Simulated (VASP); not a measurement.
Here is a VASP 6.6.1 calculation.

Contents of INCAR:

```
SYSTEM = MoS2
PREC = Accurate ; ENCUT = 520
EDIFF = 1E-7 ; ISMEAR = 0
SIGMA = 0.05 ; LREAL = .False.
LASPH = .True. ; NELM = 100
ALGO = Normal ; ISIF = 2
LWAVE = .False. ; LCHARG = .False.
GGA = PS ; NBANDS = 35
```

The input KPOINTS:

```
regular mesh
0
Gamma
  12 12 2
  0 0 0
```

File POSCAR:

```
MoS2
1.0
    3.1414322073      0.0000000000      0.0000000000
   -1.5707161036      2.6797516944      0.0000000000
    0.0000000000      0.0000000000     12.5788196111
Mo S
2 4
Direct
    0.3333333333      0.6666666667      0.2500000000
    0.6666666667      0.3333333333      0.7500000000
    0.3333333333      0.6666666667      0.6260538431
    0.6666666667      0.3333333333      0.1260538431
    0.3333333333      0.6666666667      0.8739461569
    0.6666666667      0.3333333333      0.3739461569
```

Potentials or basis: VASP PAW PBE potentials, release 64 (Mo_sv, S).

The run is started by

```bash
$ cat potpaw_PBE.64/Mo_sv/POTCAR potpaw_PBE.64/S/POTCAR > POTCAR
$ mpirun -np 1 vasp_std > vasp.out
```

Q: Estimate the pressure.

A: 2.3 GPa.

Q: Estimate the band gap on the k mesh.

A: 1.02 eV (least direct gap 1.82 eV).

Q: Estimate the largest force.

A: 0.171 eV/Å.

Stress tensor (GPa, compression positive):
```
1.25 0.00 0.00
0.00 4.19 0.00
0.00 0.00 1.53
```

Caveat: the cell differs from its parent crystal (strain -0.0150 x Voigt [0, 1, 0, 0, 0, 0]); the PAW data sets were made with another functional, which shifts forces and pressure a little; this functional lacks dispersion, which binds layers or chains, so the pressure and a relaxed spacing across them are unreliable. A k mesh can miss the band edges.
